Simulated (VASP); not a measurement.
# Te (P6_3/mmc) in VASP: further runs, part 2 of 2

VASP 6.6.1.

## 4. Single point, PBEsol

This run uses another cell than the first one: it holds 2 atoms, not 4.

INCAR reads:

```
  ALGO = Normal
  EDIFF = 1E-6
  ENCUT = 520
  GGA = PS
  ISIF = 2
  ISMEAR = 0
  LASPH = True
  LCHARG = True
  LELF = True
  LREAL = False
  LVHAR = True
  LWAVE = False
  NBANDS = 13
  NELM = 100
  PREC = Accurate
  SIGMA = 0.1
```

KPOINTS reads:

```
k-points
0
Gamma
  18 18 12
```

POSCAR reads:

```
Te
1.0
    3.9440647004      0.0000000000      0.0000000000
   -1.9720323502      3.4156602247      0.0000000000
    0.0000000000      0.0000000000      4.3863664924
Te
2
Direct
    0.3333333333      0.6666666667      0.2500000000
    0.6666666667      0.3333333333      0.7500000000
```

Potentials or basis: VASP PAW PBE potentials, release 64 (Te).

Run with:

```bash
> cat potpaw_PBE.64/Te/POTCAR > POTCAR
> mpirun -np 1 vasp_std > vasp.out
```

OUTCAR:

```text
EDIFF = 1E-6
   ENCUT = 520
   GGA = PS
   ISIF = 2
   ISMEAR = 0
   LASPH = True
   LREAL = False
   NELM = 100
   PREC = Accurate

 ion  position               nearest neighbor table
   1  0.333  0.667  0.250-   2 3.16   2 3.16   2 3.16   2 3.16   2 3.16   2 3.16
   2  0.667  0.333  0.750-   1 3.16   1 3.16   1 3.16   1 3.16   1 3.16   1 3.16

  LATTYP: Found a hexagonal cell.
 ALAT       =     3.9440647004
 C/A-ratio  =     1.1121436451

  Lattice vectors:

 A1 = (   3.9440647004,   0.0000000000,   0.0000000000)
 A2 = (  -1.9720323502,   3.4156602247,   0.0000000000)
 A3 = (   0.0000000000,   0.0000000000,   4.3863664924)

Analysis of symmetry for initial positions (statically):
=====================================================================
 Subroutine PRICEL returns:
 Original cell was already a primitive cell.

 Routine SETGRP: Setting up the symmetry group for a
 hexagonal supercell.

 Subroutine GETGRP returns: Found 24 space group operations
 (whereof 12 operations were pure point group operations)
 out of a pool of 24 trial point group operations.

The static configuration has the point symmetry D_3d.
 The point group associated with its full space group is D_6h.

Analysis of symmetry for dynamics (positions and initial velocities):
=====================================================================
 Subroutine PRICEL returns:
 Original cell was already a primitive cell.

 Routine SETGRP: Setting up the symmetry group for a
 hexagonal supercell.

 Subroutine GETGRP returns: Found 24 space group operations
 (whereof 12 operations were pure point group operations)
 out of a pool of 24 trial point group operations.

The dynamic configuration has the point symmetry D_3d.
 The point group associated with its full space group is D_6h.

 Subroutine INISYM returns: Found 24 space group operations
 (whereof 12 operations are pure point group operations),
 and found     1 'primitive' translations

[... 117 lines left out ...]
  Thomas-Fermi vector in A             =   2.091707
   LORBIT       =      0    0 simple, 1 ext, 2 COOP (PROOUT), +10 PAW based schemes
   GGA     = PS    functional components
   LHFCALC =     F    Hartree Fock is set to
   AEXX    =    0.0000 exact exchange contribution
   IVDW    =     0    specifies the selected vdW correction
   LEPSILON=     F    determine dielectric tensor
   LRPA    =     F    only Hartree local field effects (RPA)
 non-spin polarized calculation
 Gauss-broadening in eV      SIGMA  =   0.10
  energy-cutoff  :      520.00
  volume of cell :       59.09
 maximum number of plane-waves:      1630
 NGX is ok and might be reduce to    30

 number of electron      12.0000001 magnetization

 Free energy of the ion-electron system (eV)
  ---------------------------------------------------
  ext. energy  EPLUGINS =         0.00000000
  ---------------------------------------------------
  free energy    TOTEN  =        -6.77933860 eV

  energy without entropy =       -6.77201031  energy(sigma->0) =       -6.77567445

 E-fermi :   7.4303     XC(G=0):  -9.9325

 val. band max:        7.4194820310   @ k =   0.2778   0.0556   0.3333
 cond. band min:       7.4313312821   @ k =   0.4444   0.0556   0.3333
 fundamental gap:      0.0118492511
 Fermi energy:         7.4302754120

 k-point     1 :       0.0000    0.0000    0.0000
  band No.  band energies     occupation
      1      -6.6705      2.00000
      2      -1.2112      2.00000
      3       2.4910      2.00000
      4       5.6792      2.00000
      5       5.6792      2.00000
      6       8.4637      0.00000
      7       8.4637      0.00000
      8      10.4598      0.00000
      9      11.0602      0.00000
     10      13.3398      0.00000
     11      15.3759      0.00000
     12      15.3759      0.00000
     13      16.7001      0.00000
[... 354 lines left out ...]
  band No.  band energies     occupation
      1      -4.8456      2.00000
      2      -3.1408      2.00000
      3       2.9338      2.00000
      4       4.5245      2.00000
      5       4.5764      2.00000
      6       6.4298      2.00000
      7       6.7313      2.00000
      8       9.2438      0.00000
      9      10.8392      0.00000
     10      13.4914      0.00000
     11      15.9362      0.00000
     12      16.7139      0.00000
     13      17.1149      0.00000

 [... further k-points ...]
[... 5 lines left out ...]
  --------------------------------------------------------------------------------------
  -------------------------------------------------------------------------------------
  Total       -0.0067104     -0.0067104      0.0201123      0.0000000      0.0000000     -0.0000000
  in kB       -0.1819438     -0.1819438      0.5453163      0.0000000      0.0000000     -0.0000000
  external PRESSURE =       0.0604762 kB  Pullay stress =       0.0000000 kB

 VOLUME and BASIS-vectors are now :
 -----------------------------------------------------------------------------
  energy-cutoff  :      520.00
  volume of cell :       59.09
      direct lattice vectors                 reciprocal lattice vectors
     3.944064700  0.000000000  0.000000000     0.253545536  0.146384584  0.000000000
    -1.972032350  3.415660225  0.000000000     0.000000000  0.292769167  0.000000000
     0.000000000  0.000000000  4.386366492     0.000000000  0.000000000  0.227979126

 POSITION                                       TOTAL-FORCE (eV/Angst)
 -----------------------------------------------------------------------------------
     -0.00000      2.27711      1.09659         0.000000     -0.000000      0.000000
      1.97203      1.13855      3.28977        -0.000000      0.000000      0.000000
 -----------------------------------------------------------------------------------
    total drift:                                0.000000     -0.000000      0.000000

  FREE ENERGIE OF THE ION-ELECTRON SYSTEM (eV)
  ---------------------------------------------------
  free  energy   TOTEN  =        -6.7793385997 eV

  energy  without entropy=       -6.7720103082  energy(sigma->0) =       -6.77567445
```

It took 2.1 min on 1 thread of Intel Xeon Platinum 8488C (Sapphire Rapids), shared host; peak memory 0.29 GiB.

What came out:

| Property | Result |
| --- | --- |
| Free energy | -6.7793 eV |
| Pressure | 0.0 GPa |
| Band gap on the k mesh | zero (bands 6 and 7 overlap by 2.61 eV) |

Caveat: the PAW data sets were made with another functional, which shifts forces and pressure a little; spin-orbit coupling is left out, which moves the levels of the heavy elements.

## 5. The runs side by side

| task | cell | k mesh | cutoff (eV) | gap on the mesh (eV) | pressure (GPa) | relaxed volume (Å³/atom) |
| --- | --- | --- | --- | --- | --- | --- |
| relaxation of cell and atoms | relaxed from a = 4.869, b = 4.869, c = 9.969 Å, angles 90.0, 90.0, 120.0°, 4 atoms, atomic positions A | 12 × 12 × 6 | 600 | none | 0.0 | 51.52 |
| relaxation of cell and atoms | relaxed from a = 4.086, b = 4.086, c = 8.406 Å, angles 90.0, 90.0, 120.0°, 4 atoms, atomic positions B | 15 × 15 × 6 | 600 | none | 0.0 | 30.09 |
| single point | a = 3.944, b = 3.944, c = 4.386 Å, angles 90.0, 90.0, 120.0°, 2 atoms, atomic positions C | 18 × 18 × 12 | 520 | none | 0.0 | - |

Alike in all rows: level PBEsol; potentials or basis VASP PAW PBE potentials, release 64 (Te); no spin polarisation; smearing gaussian 0.1 eV.

Caveats: the PAW data sets were made with another functional, which shifts forces and pressure a little; spin-orbit coupling is left out, which moves the levels of the heavy elements; the highest band is partly filled, so the run has too few bands (at least some runs); this functional lacks dispersion, which binds layers or chains, so the pressure and a relaxed spacing across them are unreliable (at least some runs).

Absolute energies hang on the potentials; compare differences alone.

The gap in the log of VASP goes by the Fermi energy; the results here count the filled bands.